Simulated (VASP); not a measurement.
Crystal: PtRhSe3.

```
Rh Pt Se
1.0
     4.61641    0.00000    0.00000
     0.00000    4.61641    0.00000
     0.00000    0.00000    4.61641
Rh Pt Se
1 1 3
Direct
  0.00000 0.00000 0.00000
  0.50000 0.50000 0.50000
  0.00000 0.50000 0.50000
  0.50000 0.00000 0.50000
  0.50000 0.50000 0.00000
```

| Property | Result |
| --- | --- |
| Program | VASP 6.6.1 |
| Task | relaxation of cell and atoms |
| Functional | PBE |
| Potentials or basis | VASP PAW PBE potentials, release 64 (Rh_pv, Pt, Se) |
| Cutoff | 500 eV |
| k mesh | 4 × 4 × 4 |
| Occupations | gaussian, width 0.1 eV |
| Spin | collinear spin, ferromagnetic start |
| Starting moments | [1.0, 0.0, 0.0, 0.0, 0.0] μB |

At the start: pressure 22.1 GPa; volume 19.68 Å³/atom.

**Question.** Where does the relaxation end?

**Answer.** Over 3 steps the energy falls by 225.7 meV/atom and the volume is 23.71 Å³/atom (+20.5 %); space group Pm-3m (No. 221, to 0.05 Å); moment 0.00 μB per cell.

Step by step:
```csv
step,energy change (eV),largest force (eV/Å),pressure (GPa),volume (Å³)
1,0.0000,0.0000,22.05,98.38
2,-0.3041,0.0000,-9.10,142.20
3,-1.1286,0.0000,-0.23,118.54
```

Final structure:
```
Rh Pt Se
1.0
     4.91240    0.00000    0.00000
     0.00000    4.91240    0.00000
     0.00000    0.00000    4.91240
Rh Pt Se
1 1 3
Direct
  0.00000 0.00000 0.00000
  0.50000 0.50000 0.50000
  0.00000 0.50000 0.50000
  0.50000 0.00000 0.50000
  0.50000 0.50000 0.00000
```

Caveat: the volume moved by over 15 % at a fixed basis, so the end points are rough.
